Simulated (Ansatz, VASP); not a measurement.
## One calculation of B5N, two programs

The input INCAR:

```
PREC     = Accurate       # precision mode
ENCUT    = 520            # plane-wave cutoff, eV
EDIFF    = 1E-7           # SCF threshold, eV
ISMEAR   = 0              # smearing method
SIGMA    = 0.1            # smearing width, eV
LREAL    = F              # projectors in reciprocal space
LASPH    = T              # aspherical terms in the spheres
NELM     = 80             # most SCF steps
ALGO     = Normal         # electronic algorithm
ISIF     = 2              # what is computed and relaxed
LWAVE    = F              # write WAVECAR
LCHARG   = T              # write CHGCAR
GGA      = PE             # functional
LELF     = T              # ELF
LVHAR    = T            
NBANDS   = 19             # bands
```

KPOINTS

```
regular mesh
0
Gamma
  6 6 4
```

File POSCAR:

```
B5N
1.0
    1.7363674300     -3.1884113000      0.0000000000
    1.7363674300      3.1884113000      0.0000000000
    0.0000000000      0.0000000000      4.7334220100
B N
5 1
Direct
    0.1706799600      0.3727557000      0.5000000000
    0.8293200400      0.6272443000      0.5000000000
    0.6272443000      0.8293200400      0.5000000000
    0.3727557000      0.1706799600      0.5000000000
    0.0000000000      0.0000000000      0.0000000000
    0.0000000000      0.0000000000      0.5000000000
```

Input for Ansatz:

```yaml
crystal:
  lattice:
    - [1.73636743, -3.1884113, 0.0]
    - [1.73636743, 3.1884113, 0.0]
    - [0.0, 0.0, 4.73342201]
  atoms:
    - { symbol: B, position: [0.17067996, 0.3727557, 0.5] }
    - { symbol: B, position: [0.82932004, 0.6272443, 0.5] }
    - { symbol: B, position: [0.6272443, 0.82932004, 0.5] }
    - { symbol: B, position: [0.3727557, 0.17067996, 0.5] }
    - { symbol: B, position: [0.0, 0.0, 0.0] }
    - { symbol: "N", position: [0.0, 0.0, 0.5] }
basis:
  ecutwfc: 420
kpoints:
  mp_grid: { grid: [6, 6, 4] }
hamiltonian:
  xc: pbe
scf:
  occupations: { method: gaussian, width: 0.1 }
  lower_state_search: "off"
output:
  forces: true
  stress: true
  eigenvalues: true
```

Alike in both runs: task single point; functional PBE; k mesh 6 × 6 × 4; occupations gaussian, width 0.1 eV; no spin polarisation.

|  | VASP | Ansatz |
| --- | --- | --- |
| version | VASP 6.6.1 | Ansatz 0.2.0 |
| potentials or method | VASP PAW PBE potentials, release 64 (B, N), cutoff 520 eV | scalar-relativistic, plane waves, PAW |
| valence electrons in the cell | 20 | 20 |

VASP gave:

| Property | Result |
| --- | --- |
| gap on the k mesh at the Fermi level (eV) | none |
| rms of the force components (eV/Å) | 15.711 |

Task: Estimate Ansatz's values.

Result: gap on the k mesh at the Fermi level (eV): none; rms of the force components (eV/Å): 15.438.

Atom by atom the forces differ by 0.274 eV/Å (rms over components). A gap of «none» marks a metal or a gap that the smearing closes. With one functional, cell and mesh, what is left measures potentials, basis and numerics.
